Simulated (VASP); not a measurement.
# Ge (Cmcm) in VASP: further runs

The runs below take Ge through single point, with LDA.

Program: VASP 6.6.1. These are calculated values, not measurements. Logs are shortened: lines on timing, memory, paths and dates and some standing lists are left out, and cuts for length are marked.

### 1 The cell of the first run

Symmetry: Cmcm, No. 63, orthorhombic system. The conventional cell has a = 2.956 Å, b = 5.155 Å, c = 4.696 Å, α = 90.00°, β = 90.00°, γ = 90.00°. Ge (site symmetry m2m) has 12 Ge at 2.90 to 2.97 Å within 3.8 Å.

### 2 Single point, LDA

INCAR

```
SYSTEM = Ge
ALGO = Normal
EDIFF = 1E-6
ENCUT = 520
GGA = CA
ISIF = 2
ISMEAR = -1
LASPH = .TRUE.
LCHARG = .TRUE.
LELF = .TRUE.
LREAL = .FALSE.
LVHAR = .TRUE.
LWAVE = .FALSE.
NBANDS = 21
NELM = 100
PREC = Accurate
SIGMA = 0.05
```

KPOINTS

```
k-points
0
G
  10 10 6
  0 0 0
```

POSCAR

```
Ge
1.0
    1.4780656917     -2.5772750611      0.0000000000
    1.4780656917      2.5772750611      0.0000000000
    0.0000000000      0.0000000000      4.6958660032
Ge
2
Direct
    0.3334466300      0.6665533700      0.2500000000
    0.6665533700      0.3334466300      0.7500000000
```

Potentials or basis: VASP PAW LDA potentials, release 64 (Ge_d).

Started as:

```console
$ cat potpaw_LDA.64/Ge_d/POTCAR > POTCAR
$ mpirun -np 1 vasp_std > vasp.out
```

OUTCAR:

```text
SYSTEM = Ge
   EDIFF = 1E-6
   ENCUT = 520
   GGA = CA
   ISIF = 2
   ISMEAR = -1
   LASPH = .TRUE.
   LREAL = .FALSE.
   NELM = 100
   PREC = Accurate

 ion  position               nearest neighbor table
   1  0.333  0.667  0.250-   2 2.90   2 2.90   2 2.90   2 2.90   2 2.91   2 2.91
   2  0.667  0.333  0.750-   1 2.90   1 2.90   1 2.90   1 2.90   1 2.91   1 2.91

  LATTYP: Found a base centered orthorhombic cell.
 ALAT       =     2.9561313834
 B/A-ratio  =     1.7436809985
 C/A-ratio  =     1.5885173540

  Lattice vectors:

 A1 = (   1.4780656917,  -2.5772750611,   0.0000000000)
 A2 = (   1.4780656917,   2.5772750611,   0.0000000000)
 A3 = (   0.0000000000,   0.0000000000,   4.6958660032)

Analysis of symmetry for initial positions (statically):
=====================================================================
 Subroutine PRICEL returns:
 Original cell was already a primitive cell.

 Routine SETGRP: Setting up the symmetry group for a
 base centered orthorhombic supercell.

 Subroutine GETGRP returns: Found  8 space group operations
 (whereof  4 operations were pure point group operations)
 out of a pool of  8 trial point group operations.

The static configuration has the point symmetry C_2h.
 The point group associated with its full space group is D_2h.

Analysis of symmetry for dynamics (positions and initial velocities):
=====================================================================
 Subroutine PRICEL returns:
 Original cell was already a primitive cell.

 Routine SETGRP: Setting up the symmetry group for a
 base centered orthorhombic supercell.

 Subroutine GETGRP returns: Found  8 space group operations
 (whereof  4 operations were pure point group operations)
 out of a pool of  8 trial point group operations.

The dynamic configuration has the point symmetry C_2h.
 The point group associated with its full space group is D_2h.

 Subroutine INISYM returns: Found  8 space group operations
 (whereof  4 operations are pure point group operations),
 and found     1 'primitive' translations

----------------------------------------------------------------------------------------

                                     Primitive cell

  volume of cell :      35.7767

  direct lattice vectors                    reciprocal lattice vectors
     1.478065692 -2.577275061  0.000000000     0.338279958 -0.194003352  0.000000000
     1.478065692  2.577275061  0.000000000     0.338279958  0.194003352  0.000000000
[... 77 lines left out ...]
   ISTART =      0    job   : 0-new  1-cont  2-samecut
   ICHARG =      2    charge: 1-file 2-atom 10-const
   ISPIN  =      1    spin polarized calculation?
   LNONCOLLINEAR =      F non collinear calculations
   LSORBIT =      F    spin-orbit coupling
   LASPH  =      T    aspherical Exc in radial PAW
   ENCUT  =  520.0 eV  38.22 Ry    6.18 a.u.   5.52  5.52  8.73*2*pi/ulx,y,z
   NELM   =    100;   NELMIN=  2; NELMDL= -5     # of ELM steps
   EDIFF  = 0.1E-05   stopping-criterion for ELM
   LREAL  =      F    real-space projection
   EDIFFG = 0.1E-04   stopping-criterion for IOM
   NSW    =      0    number of steps for IOM
   IBRION =     -1    ionic relax: 0-MD 1-quasi-New 2-CG
   NFREE  =      0    steps in history (QN), initial steepest desc. (CG)
   ISIF   =      2    stress and relaxation
   ISYM   =      2    0-nonsym 1-usesym 2-fastsym
   POTIM  = 0.5000    time-step for ionic-motion
   TEBEG  =    0.0;   TEEND  =   0.0 temperature during run
   PSTRESS=    0.0 pullay stress
   NELECT =      28.0000    total number of electrons
   NUPDOWN=      -1.0000    fix difference up-down
   EMIN   =  10.00;   EMAX   =-10.00  energy-range for DOS
   EFERMI =   0.00;   METHOD = LEGACY
   ISMEAR =    -1;   SIGMA  =   0.05  broadening in eV -4-tet -1-fermi 0-gaus
   EFERMI_NEDOS =   21; number of points for ismear=-14 and -15
   IALGO  =     38    algorithm
   IMIX   =      4    mixing-type and parameters
     AMIX     =   0.40;   BMIX     =  1.00
     AMIX_MAG =   1.60;   BMIX_MAG =  1.00
  volume/ion in A,a.u.               =      17.89       120.72
  Fermi-wavevector in a.u.,A,eV,Ry     =   1.508669  2.850972 30.967998  2.276084
  Thomas-Fermi vector in A             =   2.619093
   LORBIT       =      0    0 simple, 1 ext, 2 COOP (PROOUT), +10 PAW based schemes
   GGA     = CA    functional components
   LHFCALC =     F    Hartree Fock is set to
   AEXX    =    0.0000 exact exchange contribution
   IVDW    =     0    specifies the selected vdW correction
   LEPSILON=     F    determine dielectric tensor
   LRPA    =     F    only Hartree local field effects (RPA)
 non-spin polarized calculation
  energy-cutoff  :      520.00
  volume of cell :       35.78
 maximum number of plane-waves:       998
 NGX is ok and might be reduce to    24
   NGX = 11   NGY = 11   NGZ = 17

 number of electron      28.0000012 magnetization

 Free energy of the ion-electron system (eV)
  ---------------------------------------------------
  ext. energy  EPLUGINS =         0.00000000
  ---------------------------------------------------
  free energy    TOTEN  =        -9.79281650 eV

  energy without entropy =       -9.78430152  energy(sigma->0) =       -9.78855901

 E-fermi :   6.9879     XC(G=0): -11.8498

 val. band max:        6.9679613167   @ k =  -0.3000   0.1000   0.1667
 cond. band min:       6.9954554957   @ k =   0.3000   0.2000   0.5000
 fundamental gap:      0.0274941790
 Fermi energy:         6.9879290023

 k-point     1 :       0.0000    0.0000    0.0000
  band No.  band energies     occupation
      1     -17.7340      2.00000
      2     -17.7225      2.00000
      3     -17.7202      2.00000
      4     -17.7185      2.00000
      5     -17.7126      2.00000
      6     -17.7091      2.00000
[... 565 lines left out ...]
     20      22.9048      0.00000
     21      23.5137      0.00000

 [... further k-points ...]
[... 5 lines left out ...]
  --------------------------------------------------------------------------------------
  -------------------------------------------------------------------------------------
  Total       -0.1385515     -0.0793163      0.4472417      0.0000000     -0.0000000      0.0000000
  in kB       -6.2047136     -3.5519984     20.0286971      0.0000000     -0.0000000      0.0000000
  external PRESSURE =       3.4239950 kB  Pullay stress =       0.0000000 kB

 VOLUME and BASIS-vectors are now :
 -----------------------------------------------------------------------------
  energy-cutoff  :      520.00
  volume of cell :       35.78
      direct lattice vectors                 reciprocal lattice vectors
     1.478065692 -2.577275061  0.000000000     0.338279958 -0.194003352  0.000000000
     1.478065692  2.577275061  0.000000000     0.338279958  0.194003352  0.000000000
     0.000000000  0.000000000  4.695866003     0.000000000  0.000000000  0.212953266

 POSITION                                       TOTAL-FORCE (eV/Angst)
 -----------------------------------------------------------------------------------
      1.47807      0.85851      1.17397         0.000000     -0.000267      0.000000
      1.47807     -0.85851      3.52190         0.000000      0.000267      0.000000
 -----------------------------------------------------------------------------------
    total drift:                                0.000000     -0.000000      0.000000

  FREE ENERGIE OF THE ION-ELECTRON SYSTEM (eV)
  ---------------------------------------------------
  free  energy   TOTEN  =        -9.7928165041 eV

  energy  without entropy=       -9.7843015180  energy(sigma->0) =       -9.78855901
```

It took 26 s on 1 thread of Intel Xeon 6975P-C (Granite Rapids), shared host; peak memory 0.18 GiB.

Results:

* Free energy: -9.7928 eV
* Pressure: 0.3 GPa
* Band gap on the k mesh: zero (band 14 reaches 13.80 eV, above the bottom of band 15 at 4.76 eV)

[end of part 1 of 2]
